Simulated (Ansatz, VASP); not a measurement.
One calculation of Be, two programs

```
Be
1.0
    -1.25312    1.25312    1.26565
     1.25312   -1.25312    1.26565
     1.25312    1.25312   -1.26565
Be
1
Cartesian
  0.0000 0.0000 0.0000
```

Change from the starting cell: zz strain of +1 %, PAW files.

Alike in both runs: task electric field gradients; functional PBEsol; k mesh 23 × 23 × 23; occupations fermi-dirac, width 0.03 eV; no spin polarisation.

```csv
,VASP,Ansatz
version,VASP 6.6.1,Ansatz 0.2.0
potentials or method,"VASP PAW PBE potentials, release 64 (Be)","PAW with Ansatz's default frozen-core files, scalar-relativistic"
plane-wave cutoff (eV),520,420
valence electrons in the cell,2,2
```

|  | VASP | Ansatz | Ansatz less VASP |
| --- | --- | --- | --- |
| pressure (GPa) | -2.8 | -3.1 | -0.35 |
| traceless stress, the component that is largest in VASP (GPa) | 1.10 | 1.10 | +0.003 |

VASP's potentials were made for PBE, not for PBEsol.
